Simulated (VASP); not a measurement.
# Ga3N2 (Pm-3m) in VASP: notebook, part 2 of 2

VASP 6.6.1. Earlier steps stand in the parts before.

## Step 5: Single point, PBE, collinear spin, ferromagnetic start

Contents of INCAR:

```
SYSTEM = Ga3N2
PREC = Accurate ; ENCUT = 520
EDIFF = 1E-6 ; ISMEAR = 0
SIGMA = 0.1 ; LREAL = .FALSE.
LASPH = .TRUE. ; NELM = 150
ALGO = Normal ; ISIF = 2
LWAVE = .FALSE. ; LCHARG = .FALSE.
ISPIN = 2 ; MAGMOM = 0 0 0 1 1
LORBIT = 11 ; GGA = PE
NBANDS = 36
```

Contents of KPOINTS:

```
Automatic mesh
0
G
  4 4 4
  0 0 0
```

Contents of POSCAR:

```
Ga3N2
1.0
    4.1798029988      0.0000000000      0.0000000000
    0.0000000000      4.1798029988      0.0000000000
    0.0000000000      0.0000000000      4.1798029988
Ga N
3 2
Direct
    0.0000000000      0.5000000000      0.5000000000
    0.5000000000      0.0000000000      0.5000000000
    0.5000000000      0.5000000000      0.0000000000
    0.0000000000      0.0000000000      0.0000000000
    0.5000000000      0.5000000000      0.5000000000
```

Potentials or basis: VASP PAW PBE potentials, release 64 (Ga_d, N).

Started as:

```
$ cat potpaw_PBE.64/Ga_d/POTCAR potpaw_PBE.64/N/POTCAR > POTCAR
$ mpirun -np 1 vasp_std > vasp.out
```

OUTCAR:

```text
SYSTEM = Ga3N2
   PREC = Accurate
   ENCUT = 520
   EDIFF = 1E-6
   ISMEAR = 0
   LREAL = .FALSE.
   LASPH = .TRUE.
   NELM = 150
   ISIF = 2
   ISPIN = 2
   LORBIT = 11
   GGA = PE

 ion  position               nearest neighbor table
   1  0.000  0.500  0.500-   5 2.09   5 2.09
   2  0.500  0.000  0.500-   5 2.09   5 2.09
   3  0.500  0.500  0.000-   5 2.09   5 2.09
   4  0.000  0.000  0.000-
   5  0.500  0.500  0.500-   1 2.09   2 2.09   3 2.09   3 2.09   2 2.09   1 2.09

  LATTYP: Found a simple cubic cell.
 ALAT       =     4.1798029988

  Lattice vectors:

 A1 = (   4.1798029988,   0.0000000000,   0.0000000000)
 A2 = (   0.0000000000,   4.1798029988,   0.0000000000)
 A3 = (   0.0000000000,   0.0000000000,   4.1798029988)

Analysis of symmetry for initial positions (statically):
[... 974 lines left out ...]

  FORCE on cell =-STRESS in cart. coord.  units (eV):
  Direction    XX          YY          ZZ          XY          YZ          ZX
  --------------------------------------------------------------------------------------
  -------------------------------------------------------------------------------------
  Total        0.0092595      0.0092595      0.0092595      0.0000000     -0.0000000      0.0000000
  in kB        0.2031559      0.2031559      0.2031559      0.0000000     -0.0000000      0.0000000
  external PRESSURE =       0.2031559 kB  Pullay stress =       0.0000000 kB

 VOLUME and BASIS-vectors are now :
 -----------------------------------------------------------------------------
  energy-cutoff  :      520.00
  volume of cell :       73.02
      direct lattice vectors                 reciprocal lattice vectors
     4.179802999  0.000000000  0.000000000     0.239245725  0.000000000  0.000000000
     0.000000000  4.179802999  0.000000000     0.000000000  0.239245725  0.000000000
     0.000000000  0.000000000  4.179802999     0.000000000  0.000000000  0.239245725

 POSITION                                       TOTAL-FORCE (eV/Angst)
 -----------------------------------------------------------------------------------
      0.00000      2.08990      2.08990         0.000000      0.000000      0.000000
      2.08990      0.00000      2.08990         0.000000      0.000000      0.000000
      2.08990      2.08990      0.00000         0.000000      0.000000      0.000000
      0.00000      0.00000      0.00000         0.000000      0.000000      0.000000
      2.08990      2.08990      2.08990         0.000000      0.000000      0.000000
 -----------------------------------------------------------------------------------
    total drift:                                0.000000     -0.000000     -0.000000

  FREE ENERGIE OF THE ION-ELECTRON SYSTEM (eV)
  ---------------------------------------------------
  free  energy   TOTEN  =       -19.5491816392 eV

  energy  without entropy=      -19.5377810972  energy(sigma->0) =      -19.54348137

 total charge

# of ion       s       p       d       tot
------------------------------------------
    1        0.963   0.501  10.027  11.492
    2        0.963   0.501  10.027  11.492
    3        0.963   0.501  10.027  11.492
    4        1.351   1.991   0.000   3.342
    5        1.340   2.343   0.000   3.682
--------------------------------------------------
tot          5.581   5.836  30.082  41.499

 magnetization (x)

# of ion       s       p       d       tot
------------------------------------------
    1       -0.000  -0.000  -0.000  -0.000
    2       -0.000  -0.000  -0.000  -0.000
    3       -0.000  -0.000  -0.000  -0.000
    4        0.000   0.000   0.000   0.000
    5       -0.000  -0.000   0.000  -0.000
--------------------------------------------------
tot         -0.000  -0.000  -0.000  -0.000
```

OSZICAR:

```text
N       E                     dE             d eps       ncg     rms          rms(c)
DAV:   1     0.403607601007E+03    0.40361E+03   -0.21957E+04  1612   0.241E+03
DAV:   2     0.408885033660E+02   -0.36272E+03   -0.33753E+03  1496   0.542E+02
DAV:   3    -0.190145519609E+02   -0.59903E+02   -0.57294E+02  1716   0.155E+02
DAV:   4    -0.221022465924E+02   -0.30877E+01   -0.30360E+01  1668   0.369E+01
DAV:   5    -0.221857379597E+02   -0.83491E-01   -0.83416E-01  1764   0.604E+00    0.105E+01
DAV:   6    -0.202050765358E+02    0.19807E+01   -0.79705E+00  2204   0.334E+01    0.658E+00
DAV:   7    -0.198398855870E+02    0.36519E+00   -0.32224E+00  1760   0.923E+00    0.390E+00
DAV:   8    -0.195800835418E+02    0.25980E+00   -0.33750E-01  1852   0.422E+00    0.172E+00
DAV:   9    -0.195590437450E+02    0.21040E-01   -0.23868E-01  1660   0.262E+00    0.815E-01
DAV:  10    -0.195483012564E+02    0.10742E-01   -0.32176E-02  1780   0.156E+00    0.166E-01
DAV:  11    -0.195489645583E+02   -0.66330E-03   -0.65782E-03  1596   0.399E-01    0.910E-02
DAV:  12    -0.195491287593E+02   -0.16420E-03   -0.24337E-04  1836   0.107E-01    0.494E-02
DAV:  13    -0.195491750290E+02   -0.46270E-04   -0.40465E-05  1800   0.485E-02    0.207E-02
DAV:  14    -0.195491812121E+02   -0.61831E-05   -0.11378E-05  1664   0.198E-02    0.464E-03
DAV:  15    -0.195491816392E+02   -0.42704E-06   -0.13140E-06  1212   0.549E-03
   1 F= -.19549182E+02 E0= -.19543481E+02  d E =-.114005E-01  mag=    -0.0001
```

Wall time 51 s (1 thread of Intel Xeon Platinum 8259CL at 2.50GHz (Skylake/Cascade Lake), shared host); peak memory 0.21 GiB.

What came out:

| Quantity | Value |
| --- | --- |
| Free energy | -19.5492 eV |
| Pressure | 0.0 GPa |
| Net moment | 0.00 μB per cell |
| Valence electrons inside the program's atomic spheres | Ga 11.49; N 3.34, 3.68 |

Caveat: the k points lie up to 0.38 Å⁻¹ apart.

## Step 6: The runs side by side

```tsv
task	spin	cell	cutoff (eV)	gap on the mesh (eV)	pressure (GPa)
single point	off	a = 4.180 Å, 5 atoms	520	none	0.0
single point	off	a = 4.463 Å, 5 atoms	520	none	-9.0
relaxation of cell and atoms	off	relaxed from a = 4.463 Å, 5 atoms	600	none	-0.1
single point	collinear, ferromagnetic start	a = 4.180 Å, 5 atoms	520	none	0.0
```

Alike in all rows: level PBE; potentials or basis VASP PAW PBE potentials, release 64 (Ga_d, N); k mesh 4 × 4 × 4; smearing gaussian 0.1 eV.

Caveats: some runs use coarse meshes.

Total energies depend on the potentials used, so only differences within one code and one set of settings carry meaning.
